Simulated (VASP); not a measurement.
Crystal: Se.

```xyz
3
Lattice="4.0662 0.0000 0.0000 -2.0331 3.5215 0.0000 0.0000 0.0000 5.1275" Properties=species:S:1:pos:R:3 pbc="T T T"
Se    1.0067    0.0000    1.7092
Se   -0.5033    0.8718    3.4183
Se    1.5298    2.6497    0.0000
```

- Program: VASP 6.6.1
- Task: relaxation of cell and atoms
- Functional: r2SCAN
- Dispersion: rVV10
- Potentials or basis: VASP PAW PBE potentials, release 64 (Se)
- Cutoff: 600 eV
- k mesh: 6 × 6 × 4
- Occupations: fermi-dirac, width 0.02 eV
- Spin: no spin polarisation

At the start: pressure 0.4 GPa; volume 24.47 Å³/atom.

**Question.** How do energy, volume and symmetry change on relaxing?

**Answer.** Over 16 steps the energy falls by 19.0 meV/atom and the volume is 26.99 Å³/atom (+10.3 %); space group P3_121 (No. 152, to 0.1 Å) before and after.

The path:
| step | energy change (eV) | largest force (eV/Å) | pressure (GPa) | volume (Å³) |
| --- | --- | --- | --- | --- |
| 1 | 0.0000 | 0.3259 | 0.41 | 73.42 |
| 2 | -0.0165 | 0.2169 | 0.66 | 74.09 |
| 3 | -0.0365 | 0.1553 | 1.57 | 75.86 |
| 4 | -0.0449 | 0.1000 | 0.82 | 77.22 |
| 5 | -0.0494 | 0.0251 | -0.09 | 79.11 |
| 6 | -0.0494 | 0.0177 | -0.17 | 79.30 |
| 7 | -0.0514 | 0.0198 | -0.13 | 79.50 |
| 8 | -0.0554 | 0.0273 | 0.01 | 80.11 |
| 9 | -0.0556 | 0.0488 | 0.30 | 81.29 |
| 10 | -0.0568 | 0.0387 | 0.16 | 80.75 |
| 11 | -0.0568 | 0.0286 | -0.17 | 81.16 |
| 12 | -0.0570 | 0.0060 | 0.00 | 80.95 |
| 13 | -0.0570 | 0.0051 | 0.00 | 80.95 |
| 14 | -0.0569 | 0.0119 | -0.09 | 81.06 |
| 15 | -0.0570 | 0.0031 | -0.03 | 80.97 |
| 16 | -0.0570 | 0.0042 | -0.01 | 80.96 |

Final structure:
```
Se
1.0
     4.30729    0.00000    0.00000
    -2.15365    3.73022    0.00000
     0.00000    0.00000    5.03879
Se
3
Direct
  0.22780 0.00000 0.33333
  0.00000 0.22780 0.66667
  0.77220 0.77220 0.00000
```

Caveat: the PAW data sets were made with another functional, which shifts forces and pressure a little.
